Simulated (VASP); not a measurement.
# ZnS: single point with HSE06

**Measured values to compare with.**

From “Electronic, vibrational, and thermodynamic properties of ZnS (zincblende and rocksalt structure)”, 2009, arxiv:0911.5022, for a bulk crystal of ZnS at 19 K: band gap 3.85 eV (direct).

The system is ZnS.

```
Zn S
1.0
     0.00000    2.71279    2.71279
     2.71279    0.00000    2.71279
     2.71279    2.71279    0.00000
Zn S
1 1
Direct
  0.25000 0.25000 0.25000
  0.00000 0.00000 0.00000
```

```
Program                            : VASP 6.6.1
Task                               : single point
Functional                         : HSE06
Potentials or basis                : VASP PAW PBE potentials, release 64 (Zn, S)
Cutoff                             : 400 eV
k mesh                             : 6 × 6 × 6
Occupations                        : gaussian, width 0.02 eV
Spin                               : no spin polarisation
Dipole correction                  : no
Grid for exact exchange (PRECFOCK) : Normal
Further INCAR settings             : ALGO = Normal; EDIFF = 1e-06; NBANDS = 16
Share of exact exchange            : 0.25
Screening parameter                : 0.2079 1/Å
```

```
Pressure               : -0.3 GPa
Band gap on the k mesh : 3.27 eV
```

Levels at points of the mesh, in eV from the valence-band top:
| k point | band 6 | band 7 | band 8 | band 9 | band 10 | band 11 | band 12 | band 13 |
| --- | --- | --- | --- | --- | --- | --- | --- | --- |
| (0.00, 0.00, 0.00) | -7.37 | 0.00 | 0.00 | 0.00 | 3.27 | 7.68 | 7.68 | 7.68 |
| (0.50, 0.00, 0.00) | -7.14 | -5.52 | -0.90 | -0.90 | 4.51 | 8.18 | 8.18 | 10.16 |
| (0.50, 0.50, 0.00) | -7.10 | -4.93 | -2.30 | -2.30 | 4.40 | 5.25 | 12.45 | 13.61 |

It took 29 min on 1 thread of AMD EPYC 9R14 (Zen 4), with other jobs on the host, peak memory 0.23 GiB.

A measured gap of ZnS is 3.85 eV (direct; 19 K; quoted in “Electronic, vibrational, and thermodynamic properties of ZnS (zincblende and rocksalt structure)”, 2009, arxiv:0911.5022); the calculated 3.27 eV misses it by -0.58 eV. The value is that of HSE06, without temperature or zero-point motion.

Caveat: the PAW data sets were made with another functional, which shifts forces and pressure a little.
